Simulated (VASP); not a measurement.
# Ga2O (P-3m1) in VASP: further runs, part 2 of 3

VASP 6.6.1.

## 4. Single point, PBE

This run uses another cell than the first one, of 14.30 Å³/atom.

INCAR

```
SYSTEM = Ga2O
PREC = Accurate ; ENCUT = 520
EDIFF = 1E-7 ; ISMEAR = -1
SIGMA = 0.15 ; LREAL = .False.
LASPH = .True. ; NELM = 80
ALGO = Normal ; ISIF = 2
LWAVE = .False. ; LCHARG = .False.
GGA = PE ; NBANDS = 41
```

KPOINTS

```
Automatic mesh
0
Gamma
  12 12 4
  0 0 0
```

POSCAR

```
Ga2O
1.0
    2.9822843167      0.0000000000      0.0000000000
   -1.4911421584      2.5827339796      0.0000000000
    0.0000000000      0.0000000000     11.1363582007
Ga O
4 2
Direct
    0.0000000000      0.0000000000      0.3900899615
    0.0000000000      0.0000000000      0.6099100385
    0.6666666667      0.3333333333      0.1034589516
    0.3333333333      0.6666666667      0.8965410484
    0.6666666667      0.3333333333      0.3085546212
    0.3333333333      0.6666666667      0.6914453788
```

Potentials or basis: VASP PAW PBE potentials, release 64 (Ga_d, O).

The run is started by

```sh
$ cat potpaw_PBE.64/Ga_d/POTCAR potpaw_PBE.64/O/POTCAR > POTCAR
$ mpirun -np 1 vasp_std > vasp.out
```

OUTCAR:

```text
SYSTEM = Ga2O
   PREC = Accurate
   ENCUT = 520
   EDIFF = 1E-7
   ISMEAR = -1
   LREAL = .False.
   LASPH = .True.
   NELM = 80
   ISIF = 2
   GGA = PE

 ion  position               nearest neighbor table
   1  0.000  0.000  0.390-   5 1.95   5 1.95   5 1.95   2 2.45
   2  0.000  0.000  0.610-   6 1.95   6 1.95   6 1.95   1 2.45
   3  0.667  0.333  0.103-   5 2.28   4 2.88   4 2.88   4 2.88
   4  0.333  0.667  0.897-   6 2.28   3 2.88   3 2.88   3 2.88
   5  0.667  0.333  0.309-   1 1.95   1 1.95   1 1.95   3 2.28
   6  0.333  0.667  0.691-   2 1.95   2 1.95   2 1.95   4 2.28

  LATTYP: Found a hexagonal cell.
 ALAT       =     2.9822843167
 C/A-ratio  =     3.7341705277

  Lattice vectors:

 A1 = (   2.9822843167,   0.0000000000,   0.0000000000)
 A2 = (  -1.4911421584,   2.5827339796,   0.0000000000)
 A3 = (   0.0000000000,   0.0000000000,  11.1363582007)

Analysis of symmetry for initial positions (statically):
=====================================================================
 Subroutine PRICEL returns:
 Original cell was already a primitive cell.

 Routine SETGRP: Setting up the symmetry group for a
 hexagonal supercell.

 Subroutine GETGRP returns: Found 12 space group operations
 (whereof 12 operations were pure point group operations)
 out of a pool of 24 trial point group operations.

The static configuration has the point symmetry D_3d.

Analysis of symmetry for dynamics (positions and initial velocities):
=====================================================================
 Subroutine PRICEL returns:
 Original cell was already a primitive cell.

 Routine SETGRP: Setting up the symmetry group for a
 hexagonal supercell.

 Subroutine GETGRP returns: Found 12 space group operations
 (whereof 12 operations were pure point group operations)
 out of a pool of 24 trial point group operations.

The dynamic configuration has the point symmetry D_3d.

 Subroutine INISYM returns: Found 12 space group operations
 (whereof 12 operations are pure point group operations),
 and found     1 'primitive' translations

----------------------------------------------------------------------------------------

                                     Primitive cell

  volume of cell :      85.7772

  direct lattice vectors                    reciprocal lattice vectors
     2.982284317  0.000000000  0.000000000     0.335313436  0.193593302  0.000000000
    -1.491142158  2.582733980  0.000000000     0.000000000  0.387186605  0.000000000
     0.000000000  0.000000000 11.136358201     0.000000000  0.000000000  0.089795962

  length of vectors
     2.982284317  2.982284317 11.136358201     0.387186605  0.387186605  0.089795962

  position of ions in fractional coordinates (direct lattice)
     0.000000000  0.000000000  0.390089962
     0.000000000  0.000000000  0.609910038
     0.666666667  0.333333333  0.103458952
     0.333333333  0.666666667  0.896541048
     0.666666667  0.333333333  0.308554621
     0.333333333  0.666666667  0.691445379

  ion indices of the primitive-cell ions
   primitive index   ion index
                 1           1
                 2           2
                 3           3
                 4           4
                 5           5
                 6           6

----------------------------------------------------------------------------------------

 KPOINTS: Automatic mesh

Automatic generation of k-mesh.
 Grid dimensions read from file:
 generate k-points for:   12   12    4

 Generating k-lattice:

  Cartesian coordinates                     Fractional coordinates (reciprocal lattice)
     0.027942786  0.016132775  0.000000000     0.083333333  0.000000000  0.000000000
     0.000000000  0.032265550  0.000000000     0.000000000  0.083333333  0.000000000
     0.000000000  0.000000000  0.022448991     0.000000000  0.000000000  0.250000000

  Length of vectors
     0.032265550  0.032265550  0.022448991

  Shift w.r.t. Gamma in fractional coordinates (k-lattice)
     0.000000000  0.000000000  0.000000000

 Subroutine IBZKPT returns following result:
 ===========================================

 Found     69 irreducible k-points:

 Following reciprocal coordinates:
            Coordinates               Weight
  0.000000  0.000000  0.000000      1.000000
  0.083333 -0.000000  0.000000      6.000000
  0.166667 -0.000000  0.000000      6.000000
  0.250000 -0.000000  0.000000      6.000000
  0.333333 -0.000000  0.000000      6.000000
  0.416667 -0.000000  0.000000      6.000000
[... 16 lines left out ...]
  0.166667 -0.000000  0.250000      6.000000
  0.000000  0.166667  0.250000      6.000000
 [... further k-points ...]
   k-points           NKPTS =     69   k-points in BZ     NKDIM =     69   number of bands    NBANDS=     41
   number of dos      NEDOS =    301   number of ions     NIONS =      6
   total plane-waves  NPLWV =  48384
   dimension x,y,z NGX =    24 NGY =   24 NGZ =   84
   dimension x,y,z NGXF=    48 NGYF=   48 NGZF=  168
   ions per type =               4   2
   NGX,Y,Z   is equivalent  to a cutoff of  13.38, 13.38, 12.54 a.u.
   NGXF,Y,Z  is equivalent  to a cutoff of  26.76, 26.76, 25.08 a.u.
 SYSTEM =  Ga2O
   PREC   = accura    normal or accurate (medium, high low for compatibility)
   ISTART =      0    job   : 0-new  1-cont  2-samecut
   ICHARG =      2    charge: 1-file 2-atom 10-const
   ISPIN  =      1    spin polarized calculation?
   LNONCOLLINEAR =      F non collinear calculations
   LSORBIT =      F    spin-orbit coupling
   LASPH  =      T    aspherical Exc in radial PAW
   ENCUT  =  520.0 eV  38.22 Ry    6.18 a.u.   5.55  5.55 20.71*2*pi/ulx,y,z
   NELM   =     80;   NELMIN=  2; NELMDL= -5     # of ELM steps
   EDIFF  = 0.1E-06   stopping-criterion for ELM
   LREAL  =      F    real-space projection
   EDIFFG = 0.1E-05   stopping-criterion for IOM
   NSW    =      0    number of steps for IOM
   IBRION =     -1    ionic relax: 0-MD 1-quasi-New 2-CG
   NFREE  =      0    steps in history (QN), initial steepest desc. (CG)
   ISIF   =      2    stress and relaxation
   ISYM   =      2    0-nonsym 1-usesym 2-fastsym
   POTIM  = 0.5000    time-step for ionic-motion
   TEBEG  =    0.0;   TEEND  =   0.0 temperature during run
   PSTRESS=    0.0 pullay stress
   NELECT =      64.0000    total number of electrons
   NUPDOWN=      -1.0000    fix difference up-down
   EMIN   =  10.00;   EMAX   =-10.00  energy-range for DOS
   EFERMI =   0.00;   METHOD = LEGACY
   ISMEAR =    -1;   SIGMA  =   0.15  broadening in eV -4-tet -1-fermi 0-gaus
   EFERMI_NEDOS =   21; number of points for ismear=-14 and -15
   IALGO  =     38    algorithm
   IMIX   =      4    mixing-type and parameters
     AMIX     =   0.40;   BMIX     =  1.00
     AMIX_MAG =   1.60;   BMIX_MAG =  1.00
  volume/ion in A,a.u.               =      14.30        96.48
  Fermi-wavevector in a.u.,A,eV,Ry     =   1.484833  2.805927 29.997147  2.204728
  Thomas-Fermi vector in A             =   2.598320
   LORBIT       =      0    0 simple, 1 ext, 2 COOP (PROOUT), +10 PAW based schemes
   GGA     = PE    functional components
   LHFCALC =     F    Hartree Fock is set to
   AEXX    =    0.0000 exact exchange contribution
   IVDW    =     0    specifies the selected vdW correction
   LEPSILON=     F    determine dielectric tensor
   LRPA    =     F    only Hartree local field effects (RPA)
 non-spin polarized calculation
  energy-cutoff  :      520.00
  volume of cell :       85.78
 maximum number of plane-waves:      2357
 NGX is ok and might be reduce to    24
   NGX = 11   NGY = 11   NGZ = 41

 number of electron      64.0000059 magnetization

 Free energy of the ion-electron system (eV)
  ---------------------------------------------------
  ext. energy  EPLUGINS =         0.00000000
  ---------------------------------------------------
  free energy    TOTEN  =       -26.46572576 eV

  energy without entropy =      -26.34838041  energy(sigma->0) =      -26.40705308

 E-fermi :   6.5751     XC(G=0): -11.2160

 val. band max:        6.5587571076   @ k =   0.5000  -0.0000   0.0000
 cond. band min:       6.5796681395   @ k =  -0.0833   0.2500   0.2500
 fundamental gap:      0.0209110319
 Fermi energy:         6.5751163132

 k-point     1 :       0.0000    0.0000    0.0000
  band No.  band energies     occupation
      1     -15.2270      2.00000
      2     -15.1755      2.00000
      3      -9.7981      2.00000
      4      -9.7470      2.00000
      5      -9.7470      2.00000
      6      -9.7351      2.00000
[... 1045 lines left out ...]
     40      14.6979      0.00000
     41      14.8305      0.00000

 [... further k-points ...]
[... 5 lines left out ...]
  --------------------------------------------------------------------------------------
  -------------------------------------------------------------------------------------
  Total        4.5045218      4.5045218      4.4094297     -0.0000000      0.0000000      0.0000000
  in kB       84.1370668     84.1370668     82.3609018     -0.0000000      0.0000000      0.0000000
  external PRESSURE =      83.5450118 kB  Pullay stress =       0.0000000 kB

 VOLUME and BASIS-vectors are now :
 -----------------------------------------------------------------------------
  energy-cutoff  :      520.00
  volume of cell :       85.78
      direct lattice vectors                 reciprocal lattice vectors
     2.982284317  0.000000000  0.000000000     0.335313436  0.193593302  0.000000000
    -1.491142158  2.582733980  0.000000000     0.000000000  0.387186605  0.000000000
     0.000000000  0.000000000 11.136358201     0.000000000  0.000000000  0.089795962

 POSITION                                       TOTAL-FORCE (eV/Angst)
 -----------------------------------------------------------------------------------
      0.00000      0.00000      4.34418         0.000000      0.000000      0.065406
      0.00000      0.00000      6.79218        -0.000000     -0.000000     -0.065406
      1.49114      0.86091      1.15216        -0.000000      0.000000     -0.001403
     -0.00000      1.72182      9.98420        -0.000000     -0.000000      0.001403
      1.49114      0.86091      3.43617        -0.000000     -0.000000     -0.067862
     -0.00000      1.72182      7.70018        -0.000000      0.000000      0.067862
 -----------------------------------------------------------------------------------
    total drift:                                0.000000      0.000000      0.000000

  FREE ENERGIE OF THE ION-ELECTRON SYSTEM (eV)
  ---------------------------------------------------
  free  energy   TOTEN  =       -26.4657257604 eV

  energy  without entropy=      -26.3483804073  energy(sigma->0) =      -26.40705308
```

OSZICAR:

```text
N       E                     dE             d eps       ncg     rms          rms(c)
DAV:   1     0.632300786620E+03    0.63230E+03   -0.29799E+04  6267   0.294E+03
DAV:   2     0.821952199158E+02   -0.55011E+03   -0.51833E+03  5874   0.658E+02
DAV:   3    -0.222554788213E+02   -0.10445E+03   -0.10084E+03  6478   0.199E+02
DAV:   4    -0.292137340448E+02   -0.69583E+01   -0.68725E+01  7428   0.536E+01
DAV:   5    -0.293959663073E+02   -0.18223E+00   -0.18177E+00  6588   0.830E+00    0.103E+01
DAV:   6    -0.265601685014E+02    0.28358E+01   -0.10734E+01  9588   0.374E+01    0.381E+00
DAV:   7    -0.264858308578E+02    0.74338E-01   -0.14415E+00  6676   0.815E+00    0.213E+00
DAV:   8    -0.264723306381E+02    0.13500E-01   -0.27694E-01  7964   0.322E+00    0.743E-01
DAV:   9    -0.264651231804E+02    0.72075E-02   -0.31976E-02  7700   0.202E+00    0.153E-01
DAV:  10    -0.264655756241E+02   -0.45244E-03   -0.61537E-03  6819   0.500E-01    0.885E-02
DAV:  11    -0.264657521076E+02   -0.17648E-03   -0.68146E-04  7996   0.252E-01    0.388E-02
DAV:  12    -0.264657217728E+02    0.30335E-04   -0.16357E-04  8164   0.141E-01    0.759E-03
DAV:  13    -0.264657258153E+02   -0.40426E-05   -0.27436E-05  6780   0.398E-02    0.366E-03
DAV:  14    -0.264657257554E+02    0.59881E-07   -0.38329E-06  7100   0.164E-02    0.143E-03
DAV:  15    -0.264657257604E+02   -0.49367E-08   -0.73204E-07  6748   0.709E-03
   1 F= -.26465726E+02 E0= -.26407053E+02  d E =-.117345E+00
```

stdout:

```text
POSCAR found type information on POSCAR GaO
 POSCAR found :  2 types and       6 ions
 scaLAPACK will be used
 LDA part: xc-table for (Slater+PW92), standard interpolation
 POSCAR, INCAR and KPOINTS ok, starting setup
 FFT: planning ... GRIDC
 FFT: planning ... GRID_SOFT
 FFT: planning ... GRID
 WAVECAR not read
 entering main loop
```

Wall time 7.3 min (1 thread of Intel Xeon 8259CL, shared host); peak memory 0.33 GiB.

Results:

| Property | Result |
| --- | --- |
| Free energy | -26.4657 eV |
| Pressure | 8.4 GPa |
| Largest force | 0.068 eV/Å |
| Band gap on the k mesh | zero (bands 32 and 33 overlap by 2.11 eV) |

Forces on the atoms (eV/Å):
```
Ga   0.000  0.000  0.065
Ga   0.000  0.000 -0.065
Ga   0.000  0.000 -0.001
Ga   0.000  0.000  0.001
O    0.000  0.000 -0.068
O    0.000  0.000  0.068
```

Levels at points of the mesh, in eV from the Fermi level:
| k point | band 30 | band 31 | band 32 | band 33 | band 34 | band 35 |
| --- | --- | --- | --- | --- | --- | --- |
| (0.00, 0.00, 0.00) | -4.65 | -4.65 | -0.79 | 0.05 | 2.81 | 5.58 |
| (0.50, 0.00, 0.00) | -4.08 | -3.80 | -1.54 | -0.82 | -0.02 | 2.44 |
| (0.00, 0.00, 0.50) | -4.65 | -3.35 | -2.18 | 1.34 | 2.02 | 6.20 |
| (0.50, 0.00, 0.50) | -4.12 | -3.52 | -1.45 | -1.00 | -0.17 | 2.80 |

Caveat: the cell stands under pressure.

(Part 2 of 3 ends here.)
